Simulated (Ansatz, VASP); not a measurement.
**KF: VASP beside Ansatz**

INCAR

```
PREC = Accurate ; ENCUT = 520
EDIFF = 1E-7 ; ISMEAR = 0
SIGMA = 0.05 ; LREAL = False
LASPH = True ; NELM = 60
ALGO = Normal ; ISIF = 2
LWAVE = False ; LCHARG = False
GGA = PE ; NBANDS = 15
```

The input KPOINTS:

```
regular mesh
0
Gamma
  8 8 8
```

The input POSCAR:

```
KF
1.0
    0.0000000000      2.8071750000      2.6735000000
    2.8071750000      0.0000000000      2.6735000000
    2.8071750000      2.8071750000      0.0000000000
K F
1 1
Direct
    0.0000000000      0.0000000000      0.0000000000
    0.5000000000      0.5000000000      0.5000000000
```

Input for Ansatz:

```yaml
crystal:
  lattice:
    - [0.0, 2.807175, 2.6735]
    - [2.807175, 0.0, 2.6735]
    - [2.807175, 2.807175, 0.0]
  atoms:
    - { symbol: K, position: [0.0, 0.0, 0.0] }
    - { symbol: F, position: [0.5, 0.5, 0.5] }
basis:
  ecutwfc: 420
kpoints:
  mp_grid: { grid: [8, 8, 8] }
hamiltonian:
  xc: pbe
scf:
  occupations: { method: gaussian, width: 0.05 }
output:
  forces: true
  stress: true
  eigenvalues: true
```

Change from the starting cell: strain +0.050 along x and y, +0.000 along z, atoms carried along.

Alike in both runs: task single point; functional PBE; k mesh 8 × 8 × 8; occupations gaussian, width 0.05 eV; no spin polarisation.

|  | VASP | Ansatz |
| --- | --- | --- |
| version | VASP 6.6.1 | Ansatz 0.2.0 |
| potentials or method | VASP PAW PBE potentials, release 64 (K_sv, F), cutoff 520 eV | scalar-relativistic, plane waves, PAW |
| valence electrons in the cell | 16 | 16 |

VASP gave:

| Item | Value |
| --- | --- |
| gap on the k mesh at the Fermi level (eV) | 5.63 |
| least direct gap on the mesh (eV) | 5.63 |
| pressure (GPa) | -1.3 |
| traceless stress, the component that is largest in VASP (GPa) | 1.19 |

Question: What did Ansatz give for the same quantities?

Answer: gap on the k mesh at the Fermi level (eV): 5.65; least direct gap on the mesh (eV): 5.65; pressure (GPa): -1.3; traceless stress, the component that is largest in VASP (GPa): 1.14.
